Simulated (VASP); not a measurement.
# Ir (P6_3/mmc) in VASP: notebook

Runs on Ir. Level: PBE. Tasks: single point.

Program: VASP 6.6.1. These are calculated values, not measurements. Logs are shortened: lines on timing, memory, paths and dates and some standing lists are left out, and cuts for length are marked.

**1. The cell of the first run**

It takes space group P6_3/mmc (No. 194, hexagonal). The conventional cell has a = 2.782 Å, b = 2.782 Å, c = 4.520 Å, α = 90.00°, β = 90.00°, γ = 120.00°. Ir (site symmetry -6m2) has 12 Ir at 2.77 to 2.78 Å within 3.7 Å.

**2. Single point, PBE, collinear spin, ferromagnetic start (volume scaled by 1.04)**

Contents of INCAR:

```
SYSTEM = Ir
PREC = Accurate ; ENCUT = 520
EDIFF = 1E-7 ; ISMEAR = -1
SIGMA = 0.05 ; LREAL = .False.
LASPH = .True. ; NELM = 150
ALGO = Normal ; ISIF = 2
LWAVE = .False. ; LCHARG = .False.
ISPIN = 2 ; MAGMOM = 1 1
LORBIT = 11 ; LMAXMIX = 4
GGA = PE ; NBANDS = 20
```

Contents of KPOINTS:

```
regular mesh
0
Gamma
  15 15 8
  0 0 0
```

Contents of POSCAR:

```
Ir
1.0
    2.7824690586      0.0000000000      0.0000000000
   -1.3912345293      2.4096888900      0.0000000000
    0.0000000000      0.0000000000      4.5202221389
Ir
2
Direct
    0.3333333333      0.6666666667      0.2500000000
    0.6666666667      0.3333333333      0.7500000000
```

Potentials or basis: VASP PAW PBE potentials, release 64 (Ir).

On the command line:

```bash
$ cat potpaw_PBE.64/Ir/POTCAR > POTCAR
$ mpirun -np 1 vasp_std > vasp.out
```

OUTCAR:

```text
SYSTEM = Ir
   PREC = Accurate
   ENCUT = 520
   EDIFF = 1E-7
   ISMEAR = -1
   LREAL = .False.
   LASPH = .True.
   NELM = 150
   ISIF = 2
   ISPIN = 2
   LORBIT = 11
   GGA = PE

 ion  position               nearest neighbor table
   1  0.333  0.667  0.250-   2 2.77   2 2.77   2 2.77   2 2.77   2 2.77   2 2.77
   2  0.667  0.333  0.750-   1 2.77   1 2.77   1 2.77   1 2.77   1 2.77   1 2.77

  LATTYP: Found a hexagonal cell.
 ALAT       =     2.7824690586
 C/A-ratio  =     1.6245363538

  Lattice vectors:

 A1 = (   2.7824690586,   0.0000000000,   0.0000000000)
 A2 = (  -1.3912345293,   2.4096888900,   0.0000000000)
 A3 = (   0.0000000000,   0.0000000000,   4.5202221389)

Analysis of symmetry for initial positions (statically):
=====================================================================
 Subroutine PRICEL returns:
 Original cell was already a primitive cell.

 Routine SETGRP: Setting up the symmetry group for a
 hexagonal supercell.

 Subroutine GETGRP returns: Found 24 space group operations
 (whereof 12 operations were pure point group operations)
 out of a pool of 24 trial point group operations.

The static configuration has the point symmetry D_3d.
 The point group associated with its full space group is D_6h.

Analysis of symmetry for dynamics (positions and initial velocities):
=====================================================================
 Subroutine PRICEL returns:
 Original cell was already a primitive cell.

 Routine SETGRP: Setting up the symmetry group for a
 hexagonal supercell.

 Subroutine GETGRP returns: Found 24 space group operations
 (whereof 12 operations were pure point group operations)
 out of a pool of 24 trial point group operations.

The dynamic configuration has the point symmetry D_3d.
 The point group associated with its full space group is D_6h.

Analysis of structural, dynamic, and magnetic symmetry:
=====================================================================
 Subroutine PRICEL returns:
 Original cell was already a primitive cell.

 Routine SETGRP: Setting up the symmetry group for a
 hexagonal supercell.

 Subroutine GETGRP returns: Found 24 space group operations
 (whereof 12 operations were pure point group operations)
 out of a pool of 24 trial point group operations.

The overall configuration has the point symmetry D_3d.
 The point group associated with its full space group is D_6h.

 Subroutine INISYM returns: Found 24 space group operations
 (whereof 12 operations are pure point group operations),
 and found     1 'primitive' translations

[... 111 lines left out ...]
   IALGO  =     38    algorithm
   IMIX   =      4    mixing-type and parameters
     AMIX     =   0.40;   BMIX     =  1.00
     AMIX_MAG =   1.60;   BMIX_MAG =  1.00
  volume/ion in A,a.u.               =      15.15       102.26
  Fermi-wavevector in a.u.,A,eV,Ry     =   1.376096  2.600444 25.764527  1.893639
  Thomas-Fermi vector in A             =   2.501372
   LORBIT       =     11    0 simple, 1 ext, 2 COOP (PROOUT), +10 PAW based schemes
   GGA     = PE    functional components
   LHFCALC =     F    Hartree Fock is set to
   AEXX    =    0.0000 exact exchange contribution
   IVDW    =     0    specifies the selected vdW correction
   LEPSILON=     F    determine dielectric tensor
   LRPA    =     F    only Hartree local field effects (RPA)
 spin polarized calculation
  energy-cutoff  :      520.00
  volume of cell :       30.31
 maximum number of plane-waves:       829
 NGX is ok and might be reduce to    24
   NGX = 11   NGY = 11   NGZ = 17

 number of electron      18.0000001 magnetization      -0.0008976

 number of electron      18.0000001 magnetization       0.0000271

 Free energy of the ion-electron system (eV)
  ---------------------------------------------------
  ext. energy  EPLUGINS =         0.00000000
  ---------------------------------------------------
  free energy    TOTEN  =       -17.52089693 eV

  energy without entropy =      -17.49866036  energy(sigma->0) =      -17.50977864

 E-fermi :   9.3625     XC(G=0): -13.5805

 val. band max:        9.3590649400   @ k =   0.3333   0.1333   0.3750
 cond. band min:       9.3740723734   @ k =   0.3333   0.3333   0.1250
 fundamental gap:      0.0150074335
 Fermi energy:         9.3624820145

 spin component 1

 k-point     1 :       0.0000    0.0000    0.0000
  band No.  band energies     occupation
      1      -1.1415      1.00000
      2       1.8752      1.00000
      3       5.7871      1.00000
      4       5.9025      1.00000
      5       5.9025      1.00000
      6       6.4861      1.00000
[... 541 lines left out ...]
     19      25.6350      0.00000
     20      34.3613      0.00000

 [... further k-points ...]

 spin component 2

 k-point     1 :       0.0000    0.0000    0.0000
  band No.  band energies     occupation
      1      -1.1415      1.00000
      2       1.8752      1.00000
      3       5.7871      1.00000
      4       5.9025      1.00000
      5       5.9025      1.00000
      6       6.4861      1.00000
[... 541 lines left out ...]
     19      25.6350      0.00000
     20      34.3614      0.00000

 [... further k-points ...]
[... 5 lines left out ...]
  --------------------------------------------------------------------------------------
  -------------------------------------------------------------------------------------
  Total       -2.2111152     -2.2111152     -2.3502791      0.0000000     -0.0000000      0.0000000
  in kB     -116.8882501   -116.8882501   -124.2450023      0.0000000     -0.0000000      0.0000000
  external PRESSURE =    -119.3405008 kB  Pullay stress =       0.0000000 kB

 VOLUME and BASIS-vectors are now :
 -----------------------------------------------------------------------------
  energy-cutoff  :      520.00
  volume of cell :       30.31
      direct lattice vectors                 reciprocal lattice vectors
     2.782469059  0.000000000  0.000000000     0.359393035  0.207495666  0.000000000
    -1.391234529  2.409688890  0.000000000     0.000000000  0.414991331  0.000000000
     0.000000000  0.000000000  4.520222139     0.000000000  0.000000000  0.221228066

 POSITION                                       TOTAL-FORCE (eV/Angst)
 -----------------------------------------------------------------------------------
     -0.00000      1.60646      1.13006        -0.000000      0.000000      0.000000
      1.39123      0.80323      3.39017         0.000000     -0.000000      0.000000
 -----------------------------------------------------------------------------------
    total drift:                               -0.000000      0.000000     -0.000000

  FREE ENERGIE OF THE ION-ELECTRON SYSTEM (eV)
  ---------------------------------------------------
  free  energy   TOTEN  =       -17.5208969273 eV

  energy  without entropy=      -17.4986603615  energy(sigma->0) =      -17.50977864

 total charge

# of ion       s       p       d       tot
------------------------------------------
    1        0.633   0.652   6.895   8.180
    2        0.633   0.652   6.895   8.180
--------------------------------------------------
tot          1.265   1.304  13.791  16.359

 magnetization (x)

# of ion       s       p       d       tot
------------------------------------------
    1        0.000  -0.000   0.000   0.000
    2        0.000  -0.000   0.000   0.000
--------------------------------------------------
tot          0.000  -0.000   0.000   0.000
```

It took 62 s on 1 thread of Intel Xeon 6975P-C (Granite Rapids), shared host; peak memory 0.25 GiB.

What came out:

| Property | Result |
| --- | --- |
| Free energy | -17.5209 eV |
| Pressure | -11.9 GPa |
| Band gap on the k mesh | zero (filled and empty bands overlap) |
| Net moment | 0.00 μB per cell |
| Valence electrons inside the program's atomic spheres | Ir 8.18 |

Stress tensor (GPa, compression positive):
```
-11.69   0.00   0.00
  0.00 -11.69   0.00
  0.00   0.00 -12.42
```

Levels at points of the mesh, in eV from the Fermi level:
Spin up:
```tsv
k point	band 7	band 8	band 9	band 10	band 11	band 12
(0.00, 0.00, 0.00)	-2.88	-2.14	-2.14	-0.65	0.24	0.24
(0.00, 0.00, 0.50)	-3.57	-3.57	-0.44	-0.44	-0.44	-0.44
```
Spin down:
| k point | band 5 | band 6 | band 7 | band 8 | band 9 | band 10 | band 11 | band 12 | band 13 | band 14 |
| --- | --- | --- | --- | --- | --- | --- | --- | --- | --- | --- |
| (0.00, 0.00, 0.00) | -3.46 | -2.88 | -2.88 | -2.14 | -2.14 | -0.65 | 0.24 | 0.24 | 6.44 | 14.34 |
| (0.00, 0.00, 0.50) | -3.57 | -3.57 | -3.57 | -3.57 | -0.44 | -0.44 | -0.44 | -0.44 | 13.45 | 13.45 |

Caveat: spin-orbit coupling is left out, which moves the levels of the heavy elements.

**3. Single point, PBE, collinear spin, ferromagnetic start (volume scaled by 1.08)**

Contents of INCAR:

```
PREC = Accurate ; ENCUT = 520
EDIFF = 1E-6 ; ISMEAR = -1
SIGMA = 0.05 ; LREAL = F
LASPH = T ; NELM = 150
ALGO = Normal ; ISIF = 2
LWAVE = F ; LCHARG = F
ISPIN = 2 ; MAGMOM = 1 1
LORBIT = 11 ; LMAXMIX = 4
GGA = PE ; NBANDS = 20
```

Contents of KPOINTS:

```
regular mesh
0
Gamma
  15 15 8
```

Contents of POSCAR:

```
Ir
1.0
    2.8176939254      0.0000000000      0.0000000000
   -1.4088469627      2.4401945195      0.0000000000
    0.0000000000      0.0000000000      4.5774462155
Ir
2
Direct
    0.3333333333      0.6666666667      0.2500000000
    0.6666666667      0.3333333333      0.7500000000
```

Potentials or basis: VASP PAW PBE potentials, release 64 (Ir).

On the command line:

```bash
$ cat potpaw_PBE.64/Ir/POTCAR > POTCAR
$ mpirun -np 1 vasp_std > vasp.out
```

Wall time 55 s (1 thread of Intel Xeon 6975P-C (Granite Rapids), shared host); peak memory 0.25 GiB.

The run converged. Its results:

- Free energy: -17.3983 eV
- Pressure: -21.5 GPa
- Band gap on the k mesh: zero (filled and empty bands overlap)
- Net moment: 0.00 μB per cell
- Valence electrons inside the program's atomic spheres: Ir 8.07

Stress tensor (GPa, compression positive):
```
-21.22   0.00   0.00
  0.00 -21.22   0.00
  0.00   0.00 -22.07
```

Levels at points of the mesh, in eV from the Fermi level:
Spin up:
```
           k point  band 7  band 8  band 9  band 10  band 11  band 12
(0.00, 0.00, 0.00)   -2.71   -2.01   -2.01    -0.53     0.23     0.23
(0.00, 0.00, 0.50)   -3.36   -3.36   -0.42    -0.42    -0.42    -0.42
```
Spin down:
```csv
k point,band 7,band 8,band 9,band 10,band 11,band 12
"(0.00, 0.00, 0.00)",-2.71,-2.01,-2.01,-0.53,0.23,0.23
"(0.00, 0.00, 0.50)",-3.36,-3.36,-0.42,-0.42,-0.42,-0.42
```

Caveat: spin-orbit coupling is left out, which moves the levels of the heavy elements.

**4. Single point, PBE, collinear spin, ferromagnetic start (volume scaled by 1.12)**

Contents of INCAR:

```
PREC = Accurate
ENCUT = 520
EDIFF = 1E-6
ISMEAR = -1
SIGMA = 0.05
LREAL = F
LASPH = T
NELM = 150
ALGO = Normal
ISIF = 2
LWAVE = F
LCHARG = F
ISPIN = 2
MAGMOM = 1 1
LORBIT = 11
LMAXMIX = 4
GGA = PE
NBANDS = 20
```

KPOINTS is that of step 3.

Contents of POSCAR:

```
Ir
1.0
    2.8520594333      0.0000000000      0.0000000000
   -1.4260297166      2.4699559223      0.0000000000
    0.0000000000      0.0000000000      4.6332742324
Ir
2
Direct
    0.3333333333      0.6666666667      0.2500000000
    0.6666666667      0.3333333333      0.7500000000
```

On the command line:

```bash
$ cat potpaw_PBE.64/Ir/POTCAR > POTCAR
$ mpirun -np 1 vasp_std > vasp.out
```

It took 57 s on 1 thread of Intel Xeon 6975P-C (Granite Rapids), shared host; peak memory 0.26 GiB.

It converged, with:

```yaml
Free_energy: -17.2142 eV
Pressure: -28.9 GPa
Band_gap_on_the_k_mesh: zero (filled and empty bands overlap)
Net_moment: 0.00 μB per cell
Valence_electrons_inside_the_program's_atomic_spheres: Ir 7.98
```

Stress tensor (GPa, compression positive):
```
-28.61   0.00   0.00
  0.00 -28.61   0.00
  0.00   0.00 -29.55
```

Levels at points of the mesh, in eV from the Fermi level:
Spin up:
| k point | band 6 | band 7 | band 8 | band 9 | band 10 | band 11 | band 12 | band 13 |
| --- | --- | --- | --- | --- | --- | --- | --- | --- |
| (0.00, 0.00, 0.00) | -2.55 | -2.55 | -1.90 | -1.90 | -0.42 | 0.21 | 0.21 | 5.82 |
| (0.00, 0.00, 0.50) | -3.17 | -3.17 | -3.17 | -0.40 | -0.40 | -0.40 | -0.40 | 13.10 |
Spin down:
| k point | band 6 | band 7 | band 8 | band 9 | band 10 | band 11 | band 12 | band 13 |
| --- | --- | --- | --- | --- | --- | --- | --- | --- |
| (0.00, 0.00, 0.00) | -2.55 | -2.55 | -1.90 | -1.90 | -0.42 | 0.21 | 0.21 | 5.82 |
| (0.00, 0.00, 0.50) | -3.17 | -3.17 | -3.17 | -0.40 | -0.40 | -0.40 | -0.40 | 13.10 |

Caveat: spin-orbit coupling is left out, which moves the levels of the heavy elements.

**5. The runs side by side**

```csv
cell,gap on the mesh (eV),pressure (GPa),moment (μB)
"a = 2.782, b = 2.782, c = 4.520 Å, angles 90.0, 90.0, 120.0°, 2 atoms",none,-11.9,0.00
"a = 2.818, b = 2.818, c = 4.577 Å, angles 90.0, 90.0, 120.0°, 2 atoms",none,-21.5,0.00
"a = 2.852, b = 2.852, c = 4.633 Å, angles 90.0, 90.0, 120.0°, 2 atoms",none,-28.9,0.00
```

Alike in all rows: task single point; level PBE; potentials or basis VASP PAW PBE potentials, release 64 (Ir); spin collinear, ferromagnetic start; k mesh 15 × 15 × 8; cutoff (eV) 520; smearing fermi-dirac 0.05 eV.

Caveats: spin-orbit coupling is left out, which moves the levels of the heavy elements.

Absolute energies hang on the potentials; compare differences alone.
